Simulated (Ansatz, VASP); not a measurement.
## SiC: VASP beside Ansatz

```xyz
4
Lattice="3.0295 0.0000 0.0000 -1.5147 2.6236 0.0000 0.0000 0.0000 5.1050" Properties=species:S:1:pos:R:3 pbc="T T T"
Si    0.0000    1.7491    0.0235
Si    1.5147    0.8745    2.5760
C     0.0000    1.7491    1.7129
C     1.5147    0.8745    4.2654
```

Alike in both runs: task single point; functional LDA; k mesh 12 × 12 × 6; occupations gaussian, width 0.05 eV; no spin polarisation.

|  | VASP | Ansatz |
| --- | --- | --- |
| version | VASP 6.6.1 | Ansatz 0.2.0 |
| potentials or method | VASP PAW LDA potentials, release 64 (Si, C), cutoff 520 eV | scalar-relativistic, plane waves, PAW |
| valence electrons in the cell | 16 | 16 |

Ansatz gave:

| Property | Result |
| --- | --- |
| gap on the k mesh at the Fermi level (eV) | 0.41 |
| least direct gap on the mesh (eV) | 3.54 |
| pressure (GPa) | 5.2 |
| traceless stress, the component that is largest in VASP (GPa) | 15.87 |
| rms of the force components (eV/Å) | 3.358 |

Task: Estimate VASP's values.

Result: gap on the k mesh at the Fermi level (eV): 0.40; least direct gap on the mesh (eV): 3.53; pressure (GPa): 5.6; traceless stress, the component that is largest in VASP (GPa): 15.88; rms of the force components (eV/Å): 3.354.

Ansatz warns that its potentials were made for another functional, while VASP's fit it. LDA's correlation is that of Perdew and Zunger in VASP and of Perdew and Wang (1992) in Ansatz. Atom by atom the forces differ by 0.004 eV/Å (rms over components).
